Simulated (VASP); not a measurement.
# Mg5Se2 (C2/m) in VASP: single point with PBE

Aim: the single point of Mg5Se2 with PBE.

Everything below comes from runs of VASP 6.6.1. Logs are shortened: lines on timing, memory, paths and dates and some standing lists are left out, and cuts for length are marked.

**1. The cell of the first run**

It takes space group C2/m (No. 12, monoclinic). Conventional cell: a = 12.707 Å, b = 7.219 Å, c = 3.830 Å, α = 90.00°, β = 107.38°, γ = 90.00°. Within 4.2 Å of Mg (site symmetry 2/m) lie 10 Mg at 3.18 to 3.83 Å and 4 Se at 3.77 to 3.78 Å. Mg (site symmetry 1) has 3 Se at 2.76 to 2.80 Å and 8 Mg at 2.90 to 3.83 Å within 3.9 Å. Within 3.6 Å of Se (site symmetry m) lie 6 Mg at 2.76 to 2.80 Å.

The cell was generated, and may not be a known phase.

**2. Single point, PBE**

The input, INCAR:

```
SYSTEM = Mg5Se2
PREC = Accurate
ENCUT = 520
EDIFF = 1E-7
ISMEAR = 0
SIGMA = 0.1
LREAL = .False.
LASPH = .True.
NELM = 60
ALGO = Normal
ISIF = 2
LWAVE = .False.
LCHARG = .False.
GGA = PE
NBANDS = 20
```

The input, KPOINTS:

```
regular mesh
0
Gamma
  6 6 8
  0 0 0
```

The input, POSCAR:

```
Mg5Se2
1.0
    6.3641104735     -3.6097389442     -0.0208139717
    6.3641104735      3.6097389442     -0.0208139717
   -1.1512409152      0.0000000000      3.6533806281
Mg Se
5 2
Direct
    0.0000000000      0.0000000000      0.0000000000
    0.8309150560      0.4082470381      0.6199082622
    0.5917529619      0.1690849440      0.3800917378
    0.1690849440      0.5917529619      0.3800917378
    0.4082470381      0.8309150560      0.6199082622
    0.2683374469      0.2683374469      0.7672334069
    0.7316625531      0.7316625531      0.2327665931
```

Potentials or basis: VASP PAW PBE potentials, release 64 (Mg, Se).

The run is started by

```console
cat potpaw_PBE.64/Mg/POTCAR potpaw_PBE.64/Se/POTCAR > POTCAR
mpirun -np 1 vasp_std > vasp.out
```

OUTCAR:

```text
SYSTEM = Mg5Se2
   PREC = Accurate
   ENCUT = 520
   EDIFF = 1E-7
   ISMEAR = 0
   LREAL = .False.
   LASPH = .True.
   NELM = 60
   ISIF = 2
   GGA = PE

 ion  position               nearest neighbor table
   1  0.000  0.000  0.000-   2 3.18   5 3.18   3 3.18   4 3.18   4 3.18   5 3.18   2 3.18   3 3.18

   2  0.831  0.408  0.620-   6 2.76   7 2.80   7 2.80   3 2.90   5 3.05   1 3.18   1 3.18
   3  0.592  0.169  0.380-   7 2.76   6 2.80   6 2.80   2 2.90   4 3.05   1 3.18   1 3.18
   4  0.169  0.592  0.380-   7 2.76   6 2.80   6 2.80   5 2.90   3 3.05   1 3.18   1 3.18
   5  0.408  0.831  0.620-   6 2.76   7 2.80   7 2.80   4 2.90   2 3.05   1 3.18   1 3.18
   6  0.268  0.268  0.767-   2 2.76   5 2.76   3 2.80   4 2.80   4 2.80   3 2.80
   7  0.732  0.732  0.233-   3 2.76   4 2.76   2 2.80   5 2.80   2 2.80   5 2.80

  Warning from LATTYP: Got some problem with cell dimensions!
  Tried to take original basis but could not verify dimensions!
  LATTYP: Found a base centered monoclinic cell.
 ALAT       =    12.7074072171
 B/A-ratio  =     0.5681314658
 C/A-ratio  =     0.3014364645
 COS(beta)  =    -0.2987084798

  Lattice vectors:

 A1 = (  -5.2128695583,   3.6097389442,  -3.6325666564)
 A2 = (  -5.2128695583,  -3.6097389442,  -3.6325666564)
 A3 = (  -1.1512409152,   0.0000000000,   3.6533806281)

Analysis of symmetry for initial positions (statically):
=====================================================================
 Subroutine PRICEL returns:
 Original cell was already a primitive cell.

 Routine SETGRP: Setting up the symmetry group for a
 base centered monoclinic supercell.

 Subroutine GETGRP returns: Found  4 space group operations
 (whereof  4 operations were pure point group operations)
 out of a pool of  4 trial point group operations.

The static configuration has the point symmetry C_2h.

Analysis of symmetry for dynamics (positions and initial velocities):
=====================================================================
 Subroutine PRICEL returns:
 Original cell was already a primitive cell.

 Routine SETGRP: Setting up the symmetry group for a
 base centered monoclinic supercell.

 Subroutine GETGRP returns: Found  4 space group operations
 (whereof  4 operations were pure point group operations)
 out of a pool of  4 trial point group operations.

The dynamic configuration has the point symmetry C_2h.

 Subroutine INISYM returns: Found  4 space group operations
 (whereof  4 operations are pure point group operations),
 and found     1 'primitive' translations

----------------------------------------------------------------------------------------

                                     Primitive cell

  volume of cell :     167.6836

  direct lattice vectors                    reciprocal lattice vectors
     6.364110474 -3.609738944 -0.020813972     0.078646628 -0.138514172  0.024782859
     6.364110474  3.609738944 -0.020813972     0.078646628  0.138514172  0.024782859
    -1.151240915  0.000000000  3.653380628     0.000896128  0.000000000  0.274001469

  length of vectors
     7.316594193  7.316594193  3.830475905     0.161200676  0.161200676  0.274002935

  position of ions in fractional coordinates (direct lattice)
     0.000000000  0.000000000  0.000000000
     0.830915056  0.408247038  0.619908262
     0.591752962  0.169084944  0.380091738
     0.169084944  0.591752962  0.380091738
     0.408247038  0.830915056  0.619908262
     0.268337447  0.268337447  0.767233407
     0.731662553  0.731662553  0.232766593

  ion indices of the primitive-cell ions
   primitive index   ion index
                 1           1
                 2           2
                 3           3
                 4           4
                 5           5
                 6           6
                 7           7

----------------------------------------------------------------------------------------

 KPOINTS: regular mesh

Automatic generation of k-mesh.
 Grid dimensions read from file:
 generate k-points for:    6    6    8

 Generating k-lattice:

  Cartesian coordinates                     Fractional coordinates (reciprocal lattice)
     0.013107771 -0.023085695  0.004130476     0.166666667 -0.000000000 -0.000000000
     0.013107771  0.023085695  0.004130476    -0.000000000  0.166666667 -0.000000000
     0.000112016  0.000000000  0.034250184     0.000000000  0.000000000  0.125000000

  Length of vectors
     0.026866779  0.026866779  0.034250367

  Shift w.r.t. Gamma in fractional coordinates (k-lattice)
     0.000000000  0.000000000  0.000000000

 Subroutine IBZKPT returns following result:
 ===========================================

 Found     89 irreducible k-points:

 Following reciprocal coordinates:
            Coordinates               Weight
  0.000000  0.000000  0.000000      1.000000
  0.166667 -0.000000 -0.000000      4.000000
  0.333333 -0.000000 -0.000000      4.000000
  0.500000 -0.000000 -0.000000      2.000000
  0.166667  0.166667 -0.000000      2.000000
  0.333333  0.166667 -0.000000      4.000000
[... 16 lines left out ...]
 -0.333333  0.166667  0.125000      4.000000
 -0.166667  0.166667  0.125000      4.000000
 [... further k-points ...]
   k-points           NKPTS =     89   k-points in BZ     NKDIM =     89   number of bands    NBANDS=     20
   number of dos      NEDOS =    301   number of ions     NIONS =      7
   total plane-waves  NPLWV =  81648
   dimension x,y,z NGX =    54 NGY =   54 NGZ =   28
   dimension x,y,z NGXF=   108 NGYF=  108 NGZF=   56
   ions per type =               5   2
   NGX,Y,Z   is equivalent  to a cutoff of  12.27, 12.27, 12.15 a.u.
   NGXF,Y,Z  is equivalent  to a cutoff of  24.54, 24.54, 24.30 a.u.
 SYSTEM =  Mg5Se2
   PREC   = accura    normal or accurate (medium, high low for compatibility)
   ISTART =      0    job   : 0-new  1-cont  2-samecut
   ICHARG =      2    charge: 1-file 2-atom 10-const
   ISPIN  =      1    spin polarized calculation?
   LNONCOLLINEAR =      F non collinear calculations
   LSORBIT =      F    spin-orbit coupling
   LASPH  =      T    aspherical Exc in radial PAW
   ENCUT  =  520.0 eV  38.22 Ry    6.18 a.u.  13.60 13.60  7.12*2*pi/ulx,y,z
   NELM   =     60;   NELMIN=  2; NELMDL= -5     # of ELM steps
   EDIFF  = 0.1E-06   stopping-criterion for ELM
   LREAL  =      F    real-space projection
   EDIFFG = 0.1E-05   stopping-criterion for IOM
   NSW    =      0    number of steps for IOM
   IBRION =     -1    ionic relax: 0-MD 1-quasi-New 2-CG
   NFREE  =      0    steps in history (QN), initial steepest desc. (CG)
   ISIF   =      2    stress and relaxation
   ISYM   =      2    0-nonsym 1-usesym 2-fastsym
   POTIM  = 0.5000    time-step for ionic-motion
   TEBEG  =    0.0;   TEEND  =   0.0 temperature during run
   PSTRESS=    0.0 pullay stress
   NELECT =      22.0000    total number of electrons
   NUPDOWN=      -1.0000    fix difference up-down
   EMIN   =  10.00;   EMAX   =-10.00  energy-range for DOS
   EFERMI =   0.00;   METHOD = LEGACY
   ISMEAR =     0;   SIGMA  =   0.10  broadening in eV -4-tet -1-fermi 0-gaus
   EFERMI_NEDOS =   21; number of points for ismear=-14 and -15
   IALGO  =     38    algorithm
   IMIX   =      4    mixing-type and parameters
     AMIX     =   0.40;   BMIX     =  1.00
     AMIX_MAG =   1.60;   BMIX_MAG =  1.00
  volume/ion in A,a.u.               =      23.95       161.65
  Fermi-wavevector in a.u.,A,eV,Ry     =   0.831864  1.571995  9.415194  0.691997
  Thomas-Fermi vector in A             =   1.944823
   LORBIT       =      0    0 simple, 1 ext, 2 COOP (PROOUT), +10 PAW based schemes
   GGA     = PE    functional components
   LHFCALC =     F    Hartree Fock is set to
   AEXX    =    0.0000 exact exchange contribution
   IVDW    =     0    specifies the selected vdW correction
   LEPSILON=     F    determine dielectric tensor
   LRPA    =     F    only Hartree local field effects (RPA)
 non-spin polarized calculation
 Gauss-broadening in eV      SIGMA  =   0.10
  energy-cutoff  :      520.00
  volume of cell :      167.68
 maximum number of plane-waves:      4537
   NGX = 27   NGY = 27   NGZ = 15

 number of electron      22.0000001 magnetization

 Free energy of the ion-electron system (eV)
  ---------------------------------------------------
  ext. energy  EPLUGINS =         0.00000000
  ---------------------------------------------------
  free energy    TOTEN  =       -17.78520957 eV

  energy without entropy =      -17.77295997  energy(sigma->0) =      -17.77908477

 E-fermi :   3.4752     XC(G=0):  -8.5970

 val. band max:        3.4676068553   @ k =   0.3333   0.0000   0.3750
 cond. band min:       3.4785525602   @ k =   0.5000   0.1667   0.1250
 fundamental gap:      0.0109457049
 Fermi energy:         3.4751865400

 k-point     1 :       0.0000    0.0000    0.0000
  band No.  band energies     occupation
      1     -10.8692      2.00000
      2     -10.3512      2.00000
      3      -2.8158      2.00000
      4      -1.8903      2.00000
      5      -1.5644      2.00000
      6      -1.2578      2.00000
[... 12 lines left out ...]
     19       7.8518      0.00000
     20       7.8633      0.00000

 k-point     2 :       0.1667   -0.0000   -0.0000
  band No.  band energies     occupation
      1     -10.8378      2.00000
      2     -10.3900      2.00000
      3      -2.6957      2.00000
      4      -2.0886      2.00000
      5      -1.6187      2.00000
      6      -1.0995      2.00000
[... 12 lines left out ...]
     19       8.0326      0.00000
     20       8.1669      0.00000
[... 465 lines left out ...]
      3      -2.4682      2.00000
      4      -1.8178      2.00000
      5      -1.7001      2.00000
      6      -1.2449      2.00000
[... 12 lines left out ...]
     19       7.5036      0.00000
     20       8.0853      0.00000

 k-point    24 :      -0.1667    0.1667    0.1250
  band No.  band energies     occupation
      1     -10.6921      2.00000
      2     -10.4428      2.00000
      3      -2.2470      2.00000
      4      -2.0079      2.00000
      5      -1.7002      2.00000
      6      -1.2818      2.00000
[... 12 lines left out ...]
     19       8.0464      0.00000
     20       8.1814      0.00000

 [... further k-points ...]
[... 5 lines left out ...]
  --------------------------------------------------------------------------------------
  -------------------------------------------------------------------------------------
  Total       -0.0767740     -0.0773547     -0.0698998      0.0000000      0.0000000     -0.0099742
  in kB       -0.7335575     -0.7391058     -0.6678757      0.0000000      0.0000000     -0.0953009
  external PRESSURE =      -0.7135130 kB  Pullay stress =       0.0000000 kB

 VOLUME and BASIS-vectors are now :
 -----------------------------------------------------------------------------
  energy-cutoff  :      520.00
  volume of cell :      167.68
      direct lattice vectors                 reciprocal lattice vectors
     6.364110474 -3.609738944 -0.020813972     0.078646628 -0.138514172  0.024782859
     6.364110474  3.609738944 -0.020813972     0.078646628  0.138514172  0.024782859
    -1.151240915  0.000000000  3.653380628     0.000896128  0.000000000  0.274001469

 POSITION                                       TOTAL-FORCE (eV/Angst)
 -----------------------------------------------------------------------------------
      0.00000      0.00000      0.00000         0.000000     -0.000000     -0.000000
      7.17250     -1.52572      2.23897        -0.003799     -0.006058     -0.002132
      4.40448     -1.52572      1.37278         0.003799     -0.006058      0.002132
      4.40448      1.52572      1.37278         0.003799      0.006058      0.002132
      7.17250      1.52572      2.23897        -0.003799      0.006058     -0.002132
      2.53219      0.00000      2.79183        -0.001641     -0.000000     -0.000948
      9.04479      0.00000      0.81993         0.001641     -0.000000      0.000948
 -----------------------------------------------------------------------------------
    total drift:                               -0.000000     -0.000000     -0.000000

  FREE ENERGIE OF THE ION-ELECTRON SYSTEM (eV)
  ---------------------------------------------------
  free  energy   TOTEN  =       -17.7852095673 eV

  energy  without entropy=      -17.7729599672  energy(sigma->0) =      -17.77908477
```

Wall time 4.1 min (1 thread of AMD EPYC 7R13 (Zen 3), shared host); peak memory 0.41 GiB.

Results:

| Quantity | Value |
| --- | --- |
| Free energy | -17.7852 eV |
| Pressure | -0.1 GPa |
| Largest force | 0.007 eV/Å |
| Band gap on the k mesh | zero (bands 11 and 12 overlap by 1.63 eV) |

Forces on the atoms (eV/Å):
```
Mg   0.000  0.000  0.000
Mg  -0.004 -0.006 -0.002
Mg   0.004 -0.006  0.002
Mg   0.004  0.006  0.002
Mg  -0.004  0.006 -0.002
Se  -0.002  0.000 -0.001
Se   0.002  0.000  0.001
```

Levels at points of the mesh, in eV from the Fermi level:
```
           k point  band 7  band 8  band 9  band 10  band 11  band 12  band 13  band 14  band 15  band 16
(0.00, 0.00, 0.00)   -3.43   -2.93   -2.66    -2.32     0.17     0.88     1.17     2.64     3.33     3.46
(0.50, 0.00, 0.00)   -3.20   -2.66   -2.65    -2.44    -0.03     0.70     1.85     2.40     2.48     2.66
(0.50, 0.50, 0.00)   -2.96   -2.53   -2.30    -1.87    -1.24    -1.09     0.07     2.27     2.32     3.77
(0.00, 0.00, 0.50)   -4.35   -4.33   -2.08    -1.86    -0.64    -0.21     0.05     1.36     1.70     2.41
(0.50, 0.00, 0.50)   -3.85   -3.75   -2.39    -2.03    -1.29    -0.07     0.33     0.59     1.50     2.29
(0.50, 0.50, 0.50)   -4.35   -4.32   -2.08    -1.87    -0.64    -0.23     0.04     1.34     1.72     2.39
```
